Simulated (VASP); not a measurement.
Here is a VASP 6.6.1 calculation.

The input INCAR:

```
PREC = Accurate
ENCUT = 520
EDIFF = 1E-6
ISMEAR = 0
SIGMA = 0.05
LREAL = False
LASPH = True
NELM = 150
ALGO = Normal
ISIF = 2
LWAVE = False
LCHARG = False
ISPIN = 2
MAGMOM = 1 0 0 -1 1 0 0 -1
LORBIT = 11
GGA = PE
NBANDS = 30
```

The input KPOINTS:

```
Automatic mesh
0
Gamma
  1 1 17
```

Contents of POSCAR:

```
BP
1.0
   18.3000000000      0.0000000000      0.0000000000
    0.0000000000      9.3000000000      0.0000000000
    0.0000000000      0.0000000000      3.1953103724
B P
4 4
Direct
    0.2964844580      0.5000000000      0.5000000000
    0.4500820051      0.5000000000      0.0000000000
    0.6027611487      0.5000000000      0.5000000000
    0.7525585736      0.5000000000      0.0000000000
    0.2415333718      0.5000000000      1.0000000000
    0.3986863366      0.5000000000      0.5000000000
    0.5519588520      0.5000000000      0.0000000000
    0.7059352543      0.5000000000      0.5000000000
```

Potentials or basis: VASP PAW PBE potentials, release 64 (B, P).

The run is started by

```console
$ cat potpaw_PBE.64/B/POTCAR potpaw_PBE.64/P/POTCAR > POTCAR
$ mpirun -np 1 vasp_std > vasp.out
```

Q: Estimate the site moments.

A: B +0.02, +0.00, -0.05, -0.40; P +0.06, +0.02, +0.00 (each value once) μB.

Q: What does it give for the net moment?

A: -0.72 μB per cell.

Forces on the atoms (eV/Å):
```
B   -0.005  0.000  0.000
B   -0.004  0.000  0.000
B   -0.005  0.000  0.000
B   -0.026  0.000  0.000
P    0.015  0.000  0.000
P    0.008  0.000  0.000
P    0.006  0.000  0.000
P    0.011  0.000  0.000
```

Caveat: a moment this small can come from the mesh or the smearing.
